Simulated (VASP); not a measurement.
Set up this calculation in VASP 6.6.1, as the native input.

* Task: single point
* Functional: PBEsol
* Potentials or basis: VASP PAW PBE potentials, release 64 (S)
* Cutoff: 520 eV
* k mesh: 3 × 3 × 3
* Occupations: gaussian, width 0.05 eV
* Spin: no spin polarisation
* Dipole correction: no
* Further INCAR settings: LREAL = Auto; ALGO = Normal; EDIFF = 1e-07; NBANDS = 86

The structure of S (a cell with a defect) lies in POSCAR:

```
S
1.0
    0.0000000000      6.0153880483     -5.8370511382
    5.2094788634     -3.0076940241     -5.8370511382
   -5.2094788634     -3.0076940241     -5.8370511382
S
23
Direct
    0.5604618681      0.4439439178      0.2082925154
    0.3076672443      0.1943965453      0.9475104561
    0.0590032838      0.9386440191      0.6956417854
    0.6935478701      0.4590374892      0.8206500515
    0.4430835654      0.1997454350      0.5540614901
    0.2004203039      0.9537326780      0.3001993612
    0.9408938344      0.7040074246      0.0448082821
    0.4707616859      0.7784690498      0.6906013356
    0.2084600912      0.5578160761      0.4467370190
    0.9571497269      0.3011772161      0.1896912086
    0.7107623809      0.0609780759      0.9352062126
    0.4355105417      0.5478215574      0.8117462293
    0.1960002453      0.3100700937      0.5438783175
    0.9514925515      0.0524442774      0.2921592341
    0.6946862675      0.8140339144      0.0384492339
    0.6564239721      0.7286379745      0.4820599513
    0.3135457869      0.5508462236      0.1981347436
    0.0578656405      0.2940870217      0.9406616770
    0.8132462523      0.0527033407      0.6865296958
    0.7583073333      0.4784776016      0.5693673071
    0.5469653523      0.1957202316      0.3058832662
    0.3027268457      0.9457667880      0.0513514113
    0.0408331057      0.6921039371      0.7969029035
```

One way to write it, as run:

INCAR

```
SYSTEM = S
PREC     = Accurate       ! precision mode
ENCUT    = 520            ! plane-wave cutoff, eV
EDIFF    = 1E-7           ! SCF threshold, eV
ISMEAR   = 0              ! smearing method
SIGMA    = 0.05           ! smearing width, eV
LREAL    = Auto         
LASPH    = .True.         ! aspherical terms in the spheres
NELM     = 100            ! most SCF steps
ALGO     = Normal         ! electronic algorithm
ISIF     = 2              ! what is computed and relaxed
LWAVE    = .False.        ! write WAVECAR
LCHARG   = .True.         ! write CHGCAR
GGA      = PS             ! functional
LELF     = .True.         ! ELF
LVHAR    = .True.       
NBANDS   = 86             ! bands
```

KPOINTS

```
Automatic mesh
0
Gamma
  3 3 3
  0 0 0
```

Potentials or basis: VASP PAW PBE potentials, release 64 (S).

Command:

```console
$ cat potpaw_PBE.64/S/POTCAR > POTCAR
$ mpirun -np 1 vasp_std > vasp.out
```

It gave:

* Pressure: -0.3 GPa
* Largest force: 0.135 eV/Å
* Band gap on the k mesh: 1.71 eV

Caveat: the PAW data sets were made with another functional, which shifts forces and pressure a little.

It took 12 min on 1 thread of AMD EPYC 9R45 96-Core Processor (Zen 5) (shared host), peak memory 0.72 GiB.
